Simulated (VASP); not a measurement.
# SrO (I4/mmm) in VASP: single point with HSE06

Aim: the single point of SrO with HSE06.

Program: VASP 6.6.1. These are calculated values, not measurements. Logs are shortened: lines on timing, memory, paths and dates and some standing lists are left out, and cuts for length are marked.

## Step 1: The cell of the first run

It takes space group I4/mmm (No. 139, tetragonal). Conventional cell: a = 3.667 Å, b = 3.667 Å, c = 5.147 Å, α = 90.00°, β = 90.00°, γ = 90.00°. Within 3.4 Å of Sr (site symmetry 4/mmm) lie 6 O at 2.57 to 2.59 Å. Within 3.4 Å of O (site symmetry 4/mmm) lie 6 Sr at 2.57 to 2.59 Å.

## Step 2: Single point, HSE06 (epitaxial xy strain +0.5%)

POSCAR

```
SrO
1.0
    0.0000000000      2.5927917888      2.5734425963
    2.5927917888      0.0000000000      2.5734425963
    2.5927917888      2.5927917888      0.0000000000
Sr O
1 1
Direct
    0.0000000000      0.0000000000      0.0000000000
    0.5000000000      0.5000000000      0.5000000000
```

INCAR.step1

```
SYSTEM = SrO
PREC     = Accurate       ! precision mode
ENCUT    = 520            ! plane-wave cutoff, eV
EDIFF    = 1E-5           ! SCF threshold, eV
ISMEAR   = 0              ! smearing method
SIGMA    = 0.01           ! smearing width, eV
LREAL    = .FALSE.        ! projectors in reciprocal space
LASPH    = .TRUE.         ! aspherical terms in the spheres
NELM     = 60             ! most SCF steps
ALGO     = Normal         ! electronic algorithm
ISIF     = 2              ! what is computed and relaxed
LWAVE    = .TRUE.         ! write WAVECAR
NBANDS   = 15             ! bands
GGA      = PE             ! functional
```

INCAR.step2

```
SYSTEM = SrO
PREC     = Accurate       ! precision mode
ENCUT    = 520            ! plane-wave cutoff, eV
EDIFF    = 1E-6           ! SCF threshold, eV
ISMEAR   = 0              ! smearing method
SIGMA    = 0.01           ! smearing width, eV
LREAL    = .FALSE.        ! projectors in reciprocal space
LASPH    = .TRUE.         ! aspherical terms in the spheres
NELM     = 60             ! most SCF steps
ALGO     = Normal         ! electronic algorithm
ISIF     = 2              ! what is computed and relaxed
LWAVE    = .FALSE.        ! write WAVECAR
LCHARG   = .TRUE.         ! write CHGCAR
GGA      = PE             ! functional
LHFCALC  = .TRUE.         ! exact exchange
HFSCREEN = 0.2079         ! screening, 1/A
PRECFOCK = Normal       
LELF     = .TRUE.         ! ELF
LVHAR    = .TRUE.       
NBANDS   = 15             ! bands
ISTART   = 1
```

KPOINTS

```
regular mesh
0
G
  6 6 6
  0 0 0
```

Potentials or basis: VASP PAW PBE potentials, release 64 (Sr_sv, O).

Run with:

```console
$ cat potpaw_PBE.64/Sr_sv/POTCAR potpaw_PBE.64/O/POTCAR > POTCAR
$ cp INCAR.step1 INCAR
$ mpirun -np 1 vasp_std > vasp.out
$ cp INCAR.step2 INCAR
$ mpirun -np 1 vasp_std > vasp.out
```

OUTCAR:

```text
SYSTEM = SrO
   PREC = Accurate
   ENCUT = 520
   EDIFF = 1E-6
   ISMEAR = 0
   LREAL = .FALSE.
   LASPH = .TRUE.
   NELM = 60
   ISIF = 2
   GGA = PE
   LHFCALC = .TRUE.
   HFSCREEN = 0.2079
   PRECFOCK = Normal
   ISTART = 1

 ion  position               nearest neighbor table
   1  0.000  0.000  0.000-   2 2.57   2 2.57   2 2.59   2 2.59   2 2.59   2 2.59
   2  0.500  0.500  0.500-   1 2.57   1 2.57   1 2.59   1 2.59   1 2.59   1 2.59

  LATTYP: Found a body centered tetragonal cell.
 ALAT       =     3.6667613121
 C/A-ratio  =     1.4036597298

  Lattice vectors:

 A1 = (   0.0000000000,  -2.5927917888,  -2.5734425963)
 A2 = (   0.0000000000,   2.5927917888,  -2.5734425963)
 A3 = (   2.5927917888,   0.0000000000,   2.5734425963)

Analysis of symmetry for initial positions (statically):
=====================================================================
 Subroutine PRICEL returns:
 Original cell was already a primitive cell.

 Routine SETGRP: Setting up the symmetry group for a
 body centered tetragonal supercell.

 Subroutine GETGRP returns: Found 16 space group operations
 (whereof 16 operations were pure point group operations)
 out of a pool of 16 trial point group operations.

The static configuration has the point symmetry D_4h.

Analysis of symmetry for dynamics (positions and initial velocities):
=====================================================================
 Subroutine PRICEL returns:
 Original cell was already a primitive cell.

 Routine SETGRP: Setting up the symmetry group for a
 body centered tetragonal supercell.

 Subroutine GETGRP returns: Found 16 space group operations
 (whereof 16 operations were pure point group operations)
 out of a pool of 16 trial point group operations.

The dynamic configuration has the point symmetry D_4h.

 Subroutine INISYM returns: Found 16 space group operations
 (whereof 16 operations are pure point group operations),
 and found     1 'primitive' translations

----------------------------------------------------------------------------------------

                                     Primitive cell

  volume of cell :      34.6003

  direct lattice vectors                    reciprocal lattice vectors
     0.000000000  2.592791789  2.573442596    -0.192842326  0.192842326  0.194292269
     2.592791789  0.000000000  2.573442596     0.192842326 -0.192842326  0.194292269
     2.592791789  2.592791789  0.000000000     0.192842326  0.192842326 -0.194292269

  length of vectors
     3.653104988  3.653104988  3.666761312     0.334851924  0.334851924  0.334851924

  position of ions in fractional coordinates (direct lattice)
     0.000000000  0.000000000  0.000000000
     0.500000000  0.500000000  0.500000000

  ion indices of the primitive-cell ions
   primitive index   ion index
                 1           1
                 2           2

----------------------------------------------------------------------------------------

 KPOINTS: regular mesh

Automatic generation of k-mesh.
 Grid dimensions read from file:
 generate k-points for:    6    6    6

 Generating k-lattice:

  Cartesian coordinates                     Fractional coordinates (reciprocal lattice)
    -0.032140388  0.032140388  0.032382045     0.166666667  0.000000000  0.000000000
     0.032140388 -0.032140388  0.032382045     0.000000000  0.166666667  0.000000000
     0.032140388  0.032140388 -0.032382045     0.000000000  0.000000000  0.166666667

  Length of vectors
     0.055808654  0.055808654  0.055808654

  Shift w.r.t. Gamma in fractional coordinates (k-lattice)
     0.000000000  0.000000000  0.000000000

 Subroutine IBZKPT returns following result:
 ===========================================

 Found     30 irreducible k-points:

 Following reciprocal coordinates:
            Coordinates               Weight
  0.000000  0.000000  0.000000      1.000000
  0.166667  0.000000  0.000000      8.000000
  0.333333  0.000000  0.000000      8.000000
  0.500000 -0.000000  0.000000      4.000000
  0.166667  0.166667  0.000000      2.000000
  0.333333  0.166667  0.000000      8.000000
[... 16 lines left out ...]
  0.333333  0.000000  0.333333      4.000000
  0.500000 -0.000000  0.333333     16.000000
 [... further k-points ...]
   k-points           NKPTS =     30   k-points in BZ     NKDIM =    216   number of bands    NBANDS=     15
   number of dos      NEDOS =    301   number of ions     NIONS =      2
   total plane-waves  NPLWV =  21952
   dimension x,y,z NGX =    28 NGY =   28 NGZ =   28
   dimension x,y,z NGXF=    56 NGYF=   56 NGZF=   56
   ions per type =               1   1
   NGX,Y,Z   is equivalent  to a cutoff of  12.74, 12.74, 12.69 a.u.
   NGXF,Y,Z  is equivalent  to a cutoff of  25.48, 25.48, 25.39 a.u.
 SYSTEM =  SrO
   PREC   = accura    normal or accurate (medium, high low for compatibility)
   ISTART =      1    job   : 0-new  1-cont  2-samecut
   ICHARG =      0    charge: 1-file 2-atom 10-const
   ISPIN  =      1    spin polarized calculation?
   LNONCOLLINEAR =      F non collinear calculations
   LSORBIT =      F    spin-orbit coupling
   LASPH  =      T    aspherical Exc in radial PAW
   ENCUT  =  520.0 eV  38.22 Ry    6.18 a.u.   6.79  6.79  6.82*2*pi/ulx,y,z
   NELM   =     60;   NELMIN=  2; NELMDL=  0     # of ELM steps
   EDIFF  = 0.1E-05   stopping-criterion for ELM
   LREAL  =      F    real-space projection
   EDIFFG = 0.1E-04   stopping-criterion for IOM
   NSW    =      0    number of steps for IOM
   IBRION =     -1    ionic relax: 0-MD 1-quasi-New 2-CG
   NFREE  =      0    steps in history (QN), initial steepest desc. (CG)
   ISIF   =      2    stress and relaxation
   ISYM   =      3    0-nonsym 1-usesym 2-fastsym
   POTIM  = 0.5000    time-step for ionic-motion
   TEBEG  =    0.0;   TEEND  =   0.0 temperature during run
   PSTRESS=    0.0 pullay stress
   NELECT =      16.0000    total number of electrons
   NUPDOWN=      -1.0000    fix difference up-down
   EMIN   =  10.00;   EMAX   =-10.00  energy-range for DOS
   EFERMI =   0.00;   METHOD = LEGACY
   ISMEAR =     0;   SIGMA  =   0.01  broadening in eV -4-tet -1-fermi 0-gaus
   EFERMI_NEDOS =   21; number of points for ismear=-14 and -15
   IALGO  =     38    algorithm
   IMIX   =      1    mixing-type and parameters
     AMIX     =   0.40;   BMIX     =  1.00
     AMIX_MAG =   1.60;   BMIX_MAG =  1.00
  volume/ion in A,a.u.               =      17.30       116.75
  Fermi-wavevector in a.u.,A,eV,Ry     =   1.265965  2.392326 21.805601  1.602666
  Thomas-Fermi vector in A             =   2.399190
   LORBIT       =      0    0 simple, 1 ext, 2 COOP (PROOUT), +10 PAW based schemes
   GGA     = PE    functional components
   LHFCALC =     T    Hartree Fock is set to
   PRECFOCK=normal    Normal, Fast or Accurate (Low or Medium for compatibility)
   ENCUT4O =  -1.0   cutoff for four orbital integrals eV
   NKREDX  =     1    reduce k-point grid by
   NKREDY  =     1    reduce k-point grid by
   NKREDZ  =     1    reduce k-point grid by
   AEXX    =    0.2500 exact exchange contribution
   HFSCREEN=    0.2079 screening length (either q_TF or 0.3 A-1)
   HFSCREENC=   0.2079 screening length for correlation (either q_TF or 0.3 A-1)
   ENCUTFOCK=  -1.0 apply spherical cutoff to Coloumb kernel
   IVDW    =     0    specifies the selected vdW correction
   LEPSILON=     F    determine dielectric tensor
   LRPA    =     F    only Hartree local field effects (RPA)
 non-spin polarized calculation
 Gauss-broadening in eV      SIGMA  =   0.01
  energy-cutoff  :      520.00
  volume of cell :       34.60
 maximum number of plane-waves:       941
  NGX = 24; NGY = 24; NGZ = 24

 number of electron      15.9999999 magnetization

 Free energy of the ion-electron system (eV)
  ---------------------------------------------------
  ext. energy  EPLUGINS =         0.00000000
  ---------------------------------------------------
  free energy    TOTEN  =       -14.18302199 eV

  energy without entropy =      -14.18302199  energy(sigma->0) =      -14.18302199

 E-fermi :   0.6443     XC(G=0):  -8.1985

 val. band max:        0.5320848397   @ k =   0.0000   0.0000   0.0000
 cond. band min:       5.2451608455   @ k =   0.5000   0.5000   0.0000
 fundamental gap:      4.7130760058
 Fermi energy:         0.6443296444

 k-point     1 :       0.0000    0.0000    0.0000
  band No.  band energies     occupation
      1     -33.8766      2.00000
      2     -16.0212      2.00000
      3     -14.2458      2.00000
      4     -14.2458      2.00000
      5     -14.2422      2.00000
      6       0.5129      2.00000
      7       0.5129      2.00000
      8       0.5321      2.00000
      9       5.8481      0.00000
     10       8.3261      0.00000
     11       8.3261      0.00000
     12       8.3833      0.00000
     13      10.5046      0.00000
     14      10.6092      0.00000
     15      14.7065      0.00000

 k-point     2 :       0.1667    0.0000    0.0000
  band No.  band energies     occupation
      1     -33.8428      2.00000
      2     -16.4439      2.00000
      3     -14.2660      2.00000
      4     -14.2605      2.00000
      5     -13.8969      2.00000
      6      -0.1948      2.00000
      7       0.1862      2.00000
      8       0.1936      2.00000
      9       7.0107      0.00000
     10       8.1118      0.00000
     11       8.8841      0.00000
     12       8.9135      0.00000
     13      11.2275      0.00000
     14      11.3381      0.00000
     15      16.4194      0.00000
[... 365 lines left out ...]
      3     -14.5220      2.00000
      4     -14.5137      2.00000
      5     -14.2766      2.00000
      6      -0.6737      2.00000
      7       0.3577      2.00000
      8       0.3827      2.00000
      9       5.8023      0.00000
     10       8.8550      0.00000
     11      11.8751      0.00000
     12      11.9898      0.00000
     13      11.9996      0.00000
     14      12.7966      0.00000
     15      18.7276      0.00000

 k-point    24 :       0.5000   -0.0000    0.3333
  band No.  band energies     occupation
      1     -33.7108      2.00000
      2     -16.4985      2.00000
      3     -14.8990      2.00000
      4     -14.5369      2.00000
      5     -14.1950      2.00000
      6      -0.3143      2.00000
      7      -0.0160      2.00000
      8       0.1385      2.00000
      9       6.1386      0.00000
     10      10.0242      0.00000
     11      11.2726      0.00000
     12      12.4641      0.00000
     13      13.0677      0.00000
     14      14.5605      0.00000
     15      15.9000      0.00000

 [... further k-points ...]

------------------------ aborting loop because EDIFF is reached ----------------------------------------

  FORCE on cell =-STRESS in cart. coord.  units (eV):
  Direction    XX          YY          ZZ          XY          YZ          ZX
  --------------------------------------------------------------------------------------
  -------------------------------------------------------------------------------------
  Total       -0.1707293     -0.1707293      0.0306065      0.0000000      0.0000000      0.0000000
  in kB       -7.9056717     -7.9056717      1.4172425      0.0000000      0.0000000      0.0000000
  external PRESSURE =      -4.7980336 kB  Pullay stress =       0.0000000 kB

 VOLUME and BASIS-vectors are now :
 -----------------------------------------------------------------------------
  energy-cutoff  :      520.00
  volume of cell :       34.60
      direct lattice vectors                 reciprocal lattice vectors
     0.000000000  2.592791789  2.573442596    -0.192842326  0.192842326  0.194292269
     2.592791789  0.000000000  2.573442596     0.192842326 -0.192842326  0.194292269
     2.592791789  2.592791789  0.000000000     0.192842326  0.192842326 -0.194292269

 POSITION                                       TOTAL-FORCE (eV/Angst)
 -----------------------------------------------------------------------------------
      0.00000      0.00000      0.00000         0.000000      0.000000     -0.000000
      2.59279      2.59279      2.57344         0.000000      0.000000      0.000000
 -----------------------------------------------------------------------------------
    total drift:                                0.000000      0.000000      0.000000

  FREE ENERGIE OF THE ION-ELECTRON SYSTEM (eV)
  ---------------------------------------------------
  free  energy   TOTEN  =       -14.1830219881 eV

  energy  without entropy=      -14.1830219881  energy(sigma->0) =      -14.18302199
```

Run time: 60 min. Hardware: 1 thread of Intel Xeon Platinum 8375C at 2.90GHz (Ice Lake), shared host; peak memory 0.28 GiB.

What came out:

| Quantity | Value |
| --- | --- |
| Free energy | -14.1830 eV |
| Pressure | -0.5 GPa |
| Band gap on the k mesh | 4.71 eV (least direct gap 4.85 eV) |

Stress tensor (GPa, compression positive):
```
-0.79  0.00  0.00
 0.00 -0.79  0.00
 0.00  0.00  0.14
```

Caveat: the cell differs from its parent crystal (epitaxial xy strain +0.5%); the PAW data sets were made with another functional, which shifts forces and pressure a little.
